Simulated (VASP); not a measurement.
The system is HgTe.

```xyz
2
Lattice="-0.0471 3.2420 3.2420 3.2420 -0.0471 3.2420 3.2420 3.2420 -0.0471" Properties=species:S:1:pos:R:3 pbc="T T T"
Hg   -0.0109   -0.0109   -0.0109
Te    1.6201    1.6201    1.6201
```

This cell differs from its parent crystal: strain along [111] -2.1%.

Base run:

* Program: VASP 6.6.1
* Functional: PBE
* Potentials or basis: VASP PAW PBE potentials, release 64 (Hg, Te)
* Cutoff: 520 eV
* k mesh: 6 × 6 × 6
* Occupations: fermi-dirac, width 0.02 eV
* Spin: no spin polarisation

Its results: band gap on the k mesh 0.09 eV; pressure 2.3 GPa.

Q: The run is repeated on the same cell with these changes: functional from PBE to r2SCAN. What comes out?

A: Band gap on the k mesh 0.09 eV; pressure 0.9 GPa.

Caveats: spin-orbit coupling is left out, which moves the levels of the heavy elements; the PAW data sets were made with another functional, which shifts forces and pressure a little (at least some runs).

A k mesh can miss the band edges.
